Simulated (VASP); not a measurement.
# Cd3C (Pmmn) in VASP: further runs

Runs on Cd3C. Level: PBE. Tasks: single point, relaxation of cell and atoms.

Program: VASP 6.6.1. These are calculated values, not measurements. Logs are shortened: lines on timing, memory, paths and dates and some standing lists are left out, and cuts for length are marked.

## 1. The cell of the first run

Symmetry: Pmmn, No. 59, orthorhombic system. The conventional cell has a = 3.337 Å, b = 6.003 Å, c = 7.678 Å, α = 90.00°, β = 90.00°, γ = 90.00°. Cd (site symmetry m) has 3 C at 2.36 to 2.46 Å and 7 Cd at 2.94 to 3.18 Å within 3.2 Å. Within 4.3 Å of Cd (site symmetry mm2) lie 12 Cd at 3.16 to 3.47 Å and 4 C at 3.82 to 4.20 Å. C (site symmetry mm2) has 6 Cd at 2.36 to 2.46 Å within 3.1 Å.

## 2. Single point, PBE

File INCAR:

```
PREC = Accurate ; ENCUT = 520
EDIFF = 1E-6 ; ISMEAR = 0
SIGMA = 0.1 ; LREAL = False
LASPH = True ; NELM = 80
ALGO = Normal ; ISIF = 2
LWAVE = False ; LCHARG = False
GGA = PE ; NBANDS = 50
```

File KPOINTS:

```
regular mesh
0
Gamma
  6 4 2
```

File POSCAR:

```
Cd3C
1.0
    3.3370972718      0.0000000000      0.0000000000
    0.0000000000      6.0030967732      0.0000000000
    0.0000000000      0.0000000000      7.6777855669
Cd C
6 2
Direct
    0.0000000000      0.2447088915      0.1723720996
    0.0000000000      0.7552911085      0.1723720996
    0.5000000000      0.7447088915      0.8276279004
    0.5000000000      0.2552911085      0.8276279004
    0.5000000000      0.0000000000      0.4676285967
    0.0000000000      0.5000000000      0.5323714033
    0.0000000000      0.0000000000      0.9154555723
    0.5000000000      0.5000000000      0.0845444277
```

Potentials or basis: VASP PAW PBE potentials, release 64 (Cd, C).

Run with:

```console
> cat potpaw_PBE.64/Cd/POTCAR potpaw_PBE.64/C/POTCAR > POTCAR
> mpirun -np 1 vasp_std > vasp.out
```

OUTCAR:

```text
PREC = Accurate
   ENCUT = 520
   EDIFF = 1E-6
   ISMEAR = 0
   LREAL = False
   LASPH = True
   NELM = 80
   ISIF = 2
   GGA = PE

 ion  position               nearest neighbor table
   1  0.000  0.245  0.172-   8 2.36   8 2.36   7 2.46   2 2.94   2 3.07   4 3.13   4 3.13   6 3.16
                             5 3.18   5 3.18
   2  0.000  0.755  0.172-   8 2.36   8 2.36   7 2.46   1 2.94   1 3.07   3 3.13   3 3.13   6 3.16
                             5 3.18   5 3.18
   3  0.500  0.745  0.828-   7 2.36   7 2.36   8 2.46   4 2.94   4 3.07   2 3.13   2 3.13   5 3.16
                             6 3.18   6 3.18
   4  0.500  0.255  0.828-   7 2.36   7 2.36   8 2.46   3 2.94   3 3.07   1 3.13   1 3.13   5 3.16
                             6 3.18   6 3.18
   5  0.500  0.000  0.468-   3 3.16   4 3.16   1 3.18   2 3.18   1 3.18   2 3.18   6 3.47   6 3.47
                             6 3.47   6 3.47
   6  0.000  0.500  0.532-   1 3.16   2 3.16   3 3.18   4 3.18   3 3.18   4 3.18   5 3.47   5 3.47
                             5 3.47   5 3.47
   7  0.000  0.000  0.915-   3 2.36   4 2.36   3 2.36   4 2.36   1 2.46   2 2.46
   8  0.500  0.500  0.085-   1 2.36   2 2.36   1 2.36   2 2.36   3 2.46   4 2.46

  LATTYP: Found a simple orthorhombic cell.
 ALAT       =     3.3370972718
 B/A-ratio  =     1.7988977498
 C/A-ratio  =     2.3007377195

  Lattice vectors:

 A1 = (   3.3370972718,   0.0000000000,   0.0000000000)
 A2 = (   0.0000000000,   6.0030967732,   0.0000000000)
 A3 = (   0.0000000000,   0.0000000000,   7.6777855669)

Analysis of symmetry for initial positions (statically):
=====================================================================
 Subroutine PRICEL returns:
 Original cell was already a primitive cell.

 Routine SETGRP: Setting up the symmetry group for a
 simple orthorhombic supercell.

 Subroutine GETGRP returns: Found  8 space group operations
 (whereof  4 operations were pure point group operations)
 out of a pool of  8 trial point group operations.

The static configuration has the point symmetry C_2v.
 The point group associated with its full space group is D_2h.

Analysis of symmetry for dynamics (positions and initial velocities):
=====================================================================
 Subroutine PRICEL returns:
 Original cell was already a primitive cell.

[... 122 lines left out ...]
   NSW    =      0    number of steps for IOM
   IBRION =     -1    ionic relax: 0-MD 1-quasi-New 2-CG
   NFREE  =      0    steps in history (QN), initial steepest desc. (CG)
   ISIF   =      2    stress and relaxation
   ISYM   =      2    0-nonsym 1-usesym 2-fastsym
   POTIM  = 0.5000    time-step for ionic-motion
   TEBEG  =    0.0;   TEEND  =   0.0 temperature during run
   PSTRESS=    0.0 pullay stress
   NELECT =      80.0000    total number of electrons
   NUPDOWN=      -1.0000    fix difference up-down
   EMIN   =  10.00;   EMAX   =-10.00  energy-range for DOS
   EFERMI =   0.00;   METHOD = LEGACY
   ISMEAR =     0;   SIGMA  =   0.10  broadening in eV -4-tet -1-fermi 0-gaus
   EFERMI_NEDOS =   21; number of points for ismear=-14 and -15
   IALGO  =     38    algorithm
   IMIX   =      4    mixing-type and parameters
     AMIX     =   0.40;   BMIX     =  1.00
     AMIX_MAG =   1.60;   BMIX_MAG =  1.00
  volume/ion in A,a.u.               =      19.23       129.74
  Fermi-wavevector in a.u.,A,eV,Ry     =   1.316572  2.487961 23.583836  1.733363
  Thomas-Fermi vector in A             =   2.446675
   LORBIT       =      0    0 simple, 1 ext, 2 COOP (PROOUT), +10 PAW based schemes
   GGA     = PE    functional components
   LHFCALC =     F    Hartree Fock is set to
   AEXX    =    0.0000 exact exchange contribution
   IVDW    =     0    specifies the selected vdW correction
   LEPSILON=     F    determine dielectric tensor
   LRPA    =     F    only Hartree local field effects (RPA)
 non-spin polarized calculation
 Gauss-broadening in eV      SIGMA  =   0.10
  energy-cutoff  :      520.00
  volume of cell :      153.81
 maximum number of plane-waves:      4170
 NGX is ok and might be reduce to    28
   NGX = 13   NGY = 23   NGZ = 29

 number of electron      79.9999992 magnetization

 Free energy of the ion-electron system (eV)
  ---------------------------------------------------
  ext. energy  EPLUGINS =         0.00000000
  ---------------------------------------------------
  free energy    TOTEN  =       -15.54628265 eV

  energy without entropy =      -15.52830838  energy(sigma->0) =      -15.53729551

 E-fermi :   2.6021     XC(G=0): -10.7668

 val. band max:        2.5277361494   @ k =   0.1667   0.5000   0.5000
 cond. band min:       2.6247711122   @ k =   0.3333   0.0000   0.5000
 fundamental gap:      0.0970349629
 Fermi energy:         2.6020962007

 k-point     1 :       0.0000    0.0000    0.0000
  band No.  band energies     occupation
      1      -8.9242      2.00000
      2      -8.4823      2.00000
      3      -6.7605      2.00000
      4      -6.6734      2.00000
      5      -6.5925      2.00000
      6      -6.5744      2.00000
[... 1261 lines left out ...]
     49       8.0137      0.00000
     50       8.0137      0.00000

------------------------ aborting loop because EDIFF is reached ----------------------------------------

  FORCE on cell =-STRESS in cart. coord.  units (eV):
  Direction    XX          YY          ZZ          XY          YZ          ZX
  --------------------------------------------------------------------------------------
  -------------------------------------------------------------------------------------
  Total        0.8160363      0.6249604      0.3098353      0.0000000      0.0000000      0.0000000
  in kB        8.5004101      6.5100286      3.2274627      0.0000000      0.0000000      0.0000000
  external PRESSURE =       6.0793005 kB  Pullay stress =       0.0000000 kB

 VOLUME and BASIS-vectors are now :
 -----------------------------------------------------------------------------
  energy-cutoff  :      520.00
  volume of cell :      153.81
      direct lattice vectors                 reciprocal lattice vectors
     3.337097272  0.000000000  0.000000000     0.299661628  0.000000000  0.000000000
     0.000000000  6.003096773  0.000000000     0.000000000  0.166580690  0.000000000
     0.000000000  0.000000000  7.677785567     0.000000000  0.000000000  0.130245888

 POSITION                                       TOTAL-FORCE (eV/Angst)
 -----------------------------------------------------------------------------------
      0.00000      1.46901      1.32344         0.000000     -0.033393      0.064526
      0.00000      4.53409      1.32344         0.000000      0.033393      0.064526
      1.66855      4.47056      6.35435         0.000000     -0.033393     -0.064526
      1.66855      1.53254      6.35435        -0.000000      0.033393     -0.064526
      1.66855      0.00000      3.59035         0.000000      0.000000      0.004423
      0.00000      3.00155      4.08743         0.000000      0.000000     -0.004423
      0.00000      0.00000      7.02867         0.000000      0.000000      0.027313
      1.66855      3.00155      0.64911         0.000000      0.000000     -0.027313
 -----------------------------------------------------------------------------------
    total drift:                                0.000000      0.000000      0.000000

  FREE ENERGIE OF THE ION-ELECTRON SYSTEM (eV)
  ---------------------------------------------------
  free  energy   TOTEN  =       -15.5462826523 eV

  energy  without entropy=      -15.5283083764  energy(sigma->0) =      -15.53729551
```

Run time: 2.6 min. Hardware: 1 thread of Intel Xeon 6975P-C (Granite Rapids), shared host; peak memory 0.33 GiB.

Results:

| Item | Value |
| --- | --- |
| Free energy | -15.5463 eV |
| Pressure | 0.6 GPa |
| Largest force | 0.073 eV/Å |
| Band gap on the k mesh | zero (bands 40 and 41 overlap by 1.74 eV) |

Forces on the atoms (eV/Å):
```
Cd   0.000 -0.033  0.065
Cd   0.000  0.033  0.065
Cd   0.000 -0.033 -0.065
Cd   0.000  0.033 -0.065
Cd   0.000  0.000  0.004
Cd   0.000  0.000 -0.004
C    0.000  0.000  0.027
C    0.000  0.000 -0.027
```

Caveat: the k points lie up to 0.41 Å⁻¹ apart, too coarse for converged energies and pressures of a metal.

## 3. Single point, PBE

This run uses another cell than the first one, of 18.78 Å³/atom.

File INCAR:

```
PREC = Accurate
ENCUT = 520
EDIFF = 1E-6
ISMEAR = 0
SIGMA = 0.1
LREAL = F
LASPH = T
NELM = 100
ALGO = Normal
ISIF = 2
LWAVE = F
LCHARG = T
GGA = PE
LELF = T
LVHAR = T
NBANDS = 50
```

File KPOINTS:

```
Automatic mesh
0
Gamma
  4 4 4
```

File POSCAR:

```
Cd3C
1.0
    4.8599340859      0.0000000000      0.0000000000
    0.0000000000      6.0452563031      0.0000000000
    0.0000000000      0.0000000000      5.1141738369
Cd C
6 2
Direct
    0.0000000000      0.2500000000      0.1670000000
    0.0000000000      0.7500000000      0.1670000000
    0.5000000000      0.7500000000      0.8330000000
    0.5000000000      0.2500000000      0.8330000000
    0.5000000000      0.0000000000      0.3300000000
    0.0000000000      0.5000000000      0.6700000000
    0.0000000000      0.0000000000      0.6700000000
    0.5000000000      0.5000000000      0.3300000000
```

Potentials or basis: VASP PAW PBE potentials, release 64 (Cd, C).

Run with:

```console
> cat potpaw_PBE.64/Cd/POTCAR potpaw_PBE.64/C/POTCAR > POTCAR
> mpirun -np 1 vasp_std > vasp.out
```

OUTCAR:

```text
PREC = Accurate
   ENCUT = 520
   EDIFF = 1E-6
   ISMEAR = 0
   LREAL = F
   LASPH = T
   NELM = 100
   ISIF = 2
   GGA = PE

 ion  position               nearest neighbor table
   1  0.000  0.250  0.167-   6 2.96   4 2.97   4 2.97   5 2.98   5 2.98   6 2.98   2 3.02   2 3.02

   2  0.000  0.750  0.167-   6 2.96   3 2.97   3 2.97   5 2.98   5 2.98   6 2.98   1 3.02   1 3.02

   3  0.500  0.750  0.833-   5 2.96   2 2.97   2 2.97   6 2.98   6 2.98   5 2.98   4 3.02   4 3.02

   4  0.500  0.250  0.833-   5 2.96   1 2.97   1 2.97   6 2.98   6 2.98   5 2.98   3 3.02   3 3.02

   5  0.500  0.000  0.330-   3 2.96   4 2.96   1 2.98   2 2.98   1 2.98   2 2.98   3 2.98   4 2.98

   6  0.000  0.500  0.670-   1 2.96   2 2.96   3 2.98   4 2.98   3 2.98   4 2.98   1 2.98   2 2.98

   7  0.000  0.000  0.670-
   8  0.500  0.500  0.330-

  LATTYP: Found a simple orthorhombic cell.
 ALAT       =     4.8599340859
 B/A-ratio  =     1.0523134155
 C/A-ratio  =     1.2438967682

  Lattice vectors:

 A1 = (  -4.8599340859,   0.0000000000,   0.0000000000)
 A2 = (   0.0000000000,   0.0000000000,   5.1141738369)
 A3 = (   0.0000000000,   6.0452563031,   0.0000000000)

Analysis of symmetry for initial positions (statically):
=====================================================================
 Subroutine PRICEL returns:
 Original cell was already a primitive cell.

 Routine SETGRP: Setting up the symmetry group for a
 simple orthorhombic supercell.

 Subroutine GETGRP returns: Found  8 space group operations
 (whereof  4 operations were pure point group operations)
 out of a pool of  8 trial point group operations.

The static configuration has the point symmetry C_2v.
 The point group associated with its full space group is D_2h.

Analysis of symmetry for dynamics (positions and initial velocities):
=====================================================================
 Subroutine PRICEL returns:
[... 145 lines left out ...]
  Thomas-Fermi vector in A             =   2.456233
   LORBIT       =      0    0 simple, 1 ext, 2 COOP (PROOUT), +10 PAW based schemes
   GGA     = PE    functional components
   LHFCALC =     F    Hartree Fock is set to
   AEXX    =    0.0000 exact exchange contribution
   IVDW    =     0    specifies the selected vdW correction
   LEPSILON=     F    determine dielectric tensor
   LRPA    =     F    only Hartree local field effects (RPA)
 non-spin polarized calculation
 Gauss-broadening in eV      SIGMA  =   0.10
  energy-cutoff  :      520.00
  volume of cell :      150.25
 maximum number of plane-waves:      4094
   NGX = 19   NGY = 23   NGZ = 19

 number of electron      80.0000006 magnetization

 Free energy of the ion-electron system (eV)
  ---------------------------------------------------
  ext. energy  EPLUGINS =         0.00000000
  ---------------------------------------------------
  free energy    TOTEN  =       -13.28344377 eV

  energy without entropy =      -13.27730623  energy(sigma->0) =      -13.28037500

 E-fermi :   2.9424     XC(G=0): -11.0240

 val. band max:        2.9380207898   @ k =   0.2500   0.0000   0.2500
 cond. band min:       2.9770430758   @ k =   0.5000   0.0000   0.5000
 fundamental gap:      0.0390222860
 Fermi energy:         2.9424066640

 k-point     1 :       0.0000    0.0000    0.0000
  band No.  band energies     occupation
      1      -7.7269      2.00000
      2      -7.3718      2.00000
      3      -6.9277      2.00000
      4      -6.7902      2.00000
      5      -6.7770      2.00000
      6      -6.7552      2.00000
[... 1261 lines left out ...]
     49       9.3445      0.00000
     50       9.3445      0.00000

 [... further k-points ...]

------------------------ aborting loop because EDIFF is reached ----------------------------------------

  FORCE on cell =-STRESS in cart. coord.  units (eV):
  Direction    XX          YY          ZZ          XY          YZ          ZX
  --------------------------------------------------------------------------------------
  -------------------------------------------------------------------------------------
  Total       -1.2618289     -1.7334347     -1.7653692      0.0000000      0.0000000      0.0000000
  in kB      -13.4552100    -18.4840650    -18.8245907      0.0000000      0.0000000      0.0000000
  external PRESSURE =     -16.9212886 kB  Pullay stress =       0.0000000 kB

 VOLUME and BASIS-vectors are now :
 -----------------------------------------------------------------------------
  energy-cutoff  :      520.00
  volume of cell :      150.25
      direct lattice vectors                 reciprocal lattice vectors
     4.859934086  0.000000000  0.000000000     0.205764108  0.000000000  0.000000000
     0.000000000  6.045256303  0.000000000     0.000000000  0.165418958  0.000000000
     0.000000000  0.000000000  5.114173837     0.000000000  0.000000000  0.195535004

 POSITION                                       TOTAL-FORCE (eV/Angst)
 -----------------------------------------------------------------------------------
      0.00000      1.51131      0.85407        -0.000000     -0.005345      0.362523
      0.00000      4.53394      0.85407        -0.000000      0.005345      0.362523
      2.42997      4.53394      4.26011        -0.000000     -0.005345     -0.362523
      2.42997      1.51131      4.26011         0.000000      0.005345     -0.362523
      2.42997      0.00000      1.68768        -0.000000      0.000000      0.650320
      0.00000      3.02263      3.42650        -0.000000      0.000000     -0.650320
      0.00000      0.00000      3.42650        -0.000000      0.000000      0.138039
      2.42997      3.02263      1.68768        -0.000000      0.000000     -0.138039
 -----------------------------------------------------------------------------------
    total drift:                                0.000000      0.000000      0.000000

  FREE ENERGIE OF THE ION-ELECTRON SYSTEM (eV)
  ---------------------------------------------------
  free  energy   TOTEN  =       -13.2834437725 eV

  energy  without entropy=      -13.2773062330  energy(sigma->0) =      -13.28037500
```

OSZICAR:

```text
N       E                     dE             d eps       ncg     rms          rms(c)
DAV:   1     0.652144769043E+03    0.65214E+03   -0.41862E+04  2700   0.160E+03
DAV:   2     0.139704610087E+02   -0.63817E+03   -0.61552E+03  2776   0.427E+02
DAV:   3    -0.160137543182E+02   -0.29984E+02   -0.28921E+02  3208   0.943E+01
DAV:   4    -0.165190550576E+02   -0.50530E+00   -0.49871E+00  2836   0.855E+00
DAV:   5    -0.165223140681E+02   -0.32590E-02   -0.32569E-02  2936   0.710E-01    0.109E+01
DAV:   6    -0.143597455731E+02    0.21626E+01   -0.14315E+01  3200   0.209E+01    0.118E+01
DAV:   7    -0.133372265546E+02    0.10225E+01   -0.22967E+00  3008   0.792E+00    0.618E+00
DAV:   8    -0.133432250234E+02   -0.59985E-02   -0.12214E+00  2754   0.334E+00    0.162E+00
DAV:   9    -0.132865701013E+02    0.56655E-01   -0.74836E-02  3008   0.135E+00    0.632E-01
DAV:  10    -0.132835678129E+02    0.30023E-02   -0.32856E-02  2768   0.666E-01    0.186E-01
DAV:  11    -0.132834109625E+02    0.15685E-03   -0.11954E-03  3050   0.147E-01    0.606E-02
DAV:  12    -0.132834418222E+02   -0.30860E-04   -0.10712E-04  2798   0.592E-02    0.103E-02
DAV:  13    -0.132834441363E+02   -0.23141E-05   -0.21350E-06  2130   0.102E-02    0.737E-03
DAV:  14    -0.132834437725E+02    0.36377E-06   -0.15252E-06  1900   0.593E-03
   1 F= -.13283444E+02 E0= -.13280375E+02  d E =-.613754E-02
```

Run time: 96 s. Hardware: 1 thread of Intel Xeon 6975P-C (Granite Rapids), shared host; peak memory 0.32 GiB.

What came out:

```
Free energy            : -13.2834 eV
Pressure               : -1.7 GPa
Largest force          : 0.650 eV/Å
Band gap on the k mesh : zero (bands 40 and 41 overlap by 0.90 eV)
```

Forces on the atoms (eV/Å):
```
Cd   0.000 -0.005  0.363
Cd   0.000  0.005  0.363
Cd   0.000 -0.005 -0.363
Cd   0.000  0.005 -0.363
Cd   0.000  0.000  0.650
Cd   0.000  0.000 -0.650
C    0.000  0.000  0.138
C    0.000  0.000 -0.138
```

Stress tensor (GPa, compression positive):
```
-1.35  0.00  0.00
 0.00 -1.85  0.00
 0.00  0.00 -1.88
```

[end of part 1 of 2]
